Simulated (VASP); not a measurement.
# P: relaxation of cell and atoms with PBE

Crystal: P.

```
CELL_PARAMETERS angstrom
2.45412 0.00000 0.00000
0.00000 2.45412 0.00000
0.00000 0.00000 4.88004
ATOMIC_POSITIONS crystal
P 0.00000 0.00000 0.75949
P 0.00000 0.00000 0.24051
```

| Item | Value |
| --- | --- |
| Program | VASP 6.6.1 |
| Task | relaxation of cell and atoms |
| Functional | PBE |
| Potentials or basis | VASP PAW PBE potentials, release 64 (P) |
| Cutoff | 600 eV |
| k mesh | 22 × 22 × 12 |
| Occupations | gaussian, width 0.1 eV |
| Spin | no spin polarisation |
| Dipole correction | no |
| Further INCAR settings | ALGO = Normal; EDIFF = 1e-06; IBRION = 2; EDIFFG = -0.01; NSW = 100; ISIF = 3 |

```json
{
  "Relaxed volume": "14.57 Å³/atom",
  "Relaxed cell": "a = 2.445 Å, b = 2.445 Å, c = 4.875 Å, α = 90.00°, β = 90.00°, γ = 90.00°",
  "Space group after relaxing (to 0.1 Å)": "Pm-3m (No. 221)",
  "Energy gained by relaxing": "3.2 meV/atom",
  "Ionic steps": "9",
  "Pressure after relaxing": "0.1 GPa",
  "Largest force after relaxing": "0.005 eV/Å",
  "Band gap on the k mesh": "zero (bands 5 and 6 overlap by 10.13 eV)"
}
```

Forces in eV/Å, atoms in the order of the input:
```
P    0.000  0.000 -0.005
P    0.000  0.000  0.005
```

Step by step:
```csv
step,energy change (eV),largest force (eV/Å),pressure (GPa),volume (Å³)
1,0.0000,0.1366,0.00,29.39
2,-0.0021,0.0920,-0.31,29.39
3,-0.0025,0.0715,-0.48,29.39
4,-0.0040,0.0722,0.13,29.18
5,-0.0046,0.0595,0.86,28.97
6,-0.0054,0.0399,0.72,28.99
7,-0.0062,0.0071,0.53,29.03
8,-0.0062,0.0037,0.51,29.03
9,-0.0064,0.0045,0.06,29.15
```

Final structure:
```cif
data_structure
_symmetry_space_group_name_H-M 'P 1'
_symmetry_Int_Tables_number 1
_cell_length_a 2.4452
_cell_length_b 2.4452
_cell_length_c 4.8750
_cell_angle_alpha 90.000
_cell_angle_beta 90.000
_cell_angle_gamma 90.000
_cell_volume 29.15
loop_
_atom_site_label
_atom_site_type_symbol
_atom_site_fract_x
_atom_site_fract_y
_atom_site_fract_z
_atom_site_occupancy
P1 P 0.00000 0.00000 0.75041 1
P2 P 0.00000 0.00000 0.24958 1
```

Levels at points of the mesh, in eV from the Fermi level:
```
           k point  band 1  band 2  band 3  band 4  band 5  band 6  band 7  band 8  band 9
(0.00, 0.00, 0.00)  -16.48  -12.12   -8.65    4.98    4.98    5.11    6.80    6.83    7.83
(0.50, 0.00, 0.00)  -12.18   -8.64   -7.46   -5.28   -5.22    1.02    7.78    7.91    9.37
(0.50, 0.50, 0.00)   -7.53   -5.26   -5.26   -2.22   -2.15   -2.15   -1.66    1.01    4.68
(0.00, 0.00, 0.50)  -15.08  -15.05   -3.05   -3.01    6.05    6.05    6.07    6.07    7.85
(0.50, 0.00, 0.50)  -10.78  -10.74   -7.40   -7.38    0.47    0.51    6.08    6.10    8.78
(0.50, 0.50, 0.50)   -6.12   -6.08   -4.10   -4.10   -4.08   -4.08    2.35    2.37    4.48
```

Wall time 3.2 min on 1 thread of Intel(R) Xeon(R) 6975P-C (Granite Rapids) (shared host), peak memory 0.27 GiB.
